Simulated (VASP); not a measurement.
# Ir: single point with LDA

The system is Ir.

```
Ir
1.0
    -1.53037    1.53037    1.53037
     1.53037   -1.53037    1.53037
     1.53037    1.53037   -1.53037
Ir
1
Direct
  0.00000 0.00000 0.00000
```

```
Program                : VASP 6.6.1
Task                   : single point
Functional             : LDA
Potentials or basis    : VASP PAW LDA potentials, release 64 (Ir)
Cutoff                 : 520 eV
k mesh                 : 24 × 24 × 24
Occupations            : fermi-dirac, width 0.1 eV
Spin                   : no spin polarisation
Dipole correction      : no
Further INCAR settings : ALGO = Normal; EDIFF = 1e-07; NBANDS = 10
```

```
Pressure : 2.4 GPa
```

Levels at points of the mesh, in eV from the Fermi level:
```
           k point  band 1  band 2  band 3  band 4  band 5  band 6  band 7  band 8
(0.00, 0.00, 0.00)  -10.72   -3.69   -3.69   -3.69   -0.55   -0.55   16.95   16.95
(0.50, 0.00, 0.00)   -7.63   -5.56   -0.73   -0.05   -0.03    2.31    8.15   13.08
(0.50, 0.50, 0.50)   -7.18   -7.18    1.58    1.58    1.58    7.99    7.99    7.99
```

Wall time 95 s on 1 thread of AMD EPYC 7R13, on a shared host, peak memory 0.14 GiB.

Caveat: spin-orbit coupling is left out, which moves the levels of the heavy elements.
